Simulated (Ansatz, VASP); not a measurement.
## MgO in VASP and in Ansatz

INCAR

```
SYSTEM = MgO
PREC = Accurate
ENCUT = 600
EDIFF = 1E-6
ISMEAR = 0
SIGMA = 0.01
LREAL = .FALSE.
LASPH = .TRUE.
NELM = 120
ALGO = Normal
ISIF = 2
LWAVE = .FALSE.
LCHARG = .FALSE.
GGA = PS
NBANDS = 11
GGA_COMPAT = .FALSE.
```

File KPOINTS:

```
Automatic mesh
0
G
  5 5 5
  0 0 0
```

POSCAR

```
MgO
1.0
    0.0000000000      2.1021680256      2.1021680256
    2.1021680256      0.0000000000      2.1021680256
    2.1021680256      2.1021680256      0.0000000000
Mg O
1 1
Direct
    0.0000000000      0.0000000000      0.0000000000
    0.5000000000      0.5000000000      0.5000000000
```

Input for Ansatz:

```yaml
crystal:
  lattice:
    - [0.0, 2.1021680256, 2.1021680256]
    - [2.1021680256, 0.0, 2.1021680256]
    - [2.1021680256, 2.1021680256, 0.0]
  atoms:
    - { symbol: Mg, position: [0.0, 0.0, 0.0] }
    - { symbol: O, position: [0.5, 0.5, 0.5] }
kpoints:
  mp_grid: { grid: [5, 5, 5] }
hamiltonian:
  xc: pbesol
scf:
  occupations: { method: fixed }
  n_extra_bands: 4
output:
  forces: true
  stress: true
  eigenvalues: true
```

Alike in both runs: task single point; functional PBEsol; k mesh 5 × 5 × 5; no spin polarisation.

```csv
,VASP,Ansatz
version,VASP 6.6.1,Ansatz 0.2.0
potentials or method,"VASP PAW PBE potentials, release 64 (Mg, O)",plane waves
plane-wave cutoff (eV),600,420
occupations,"gaussian, width 0.01 eV",fixed
valence electrons in the cell,8,16
```

|  | VASP | Ansatz | Ansatz less VASP |
| --- | --- | --- | --- |
| gap on the k mesh at the Fermi level (eV) | 4.69 | 4.69 | -0.002 |
| pressure (GPa) | 0.4 | 1.1 | +0.68 |

VASP's potentials were made for PBE, not for PBEsol. VASP's potentials hold 8 valence electrons a cell and Ansatz's 16, so a difference there can come from the potentials and not from the codes.

The k mesh is coarse, so the values compare programs but aren't converged.
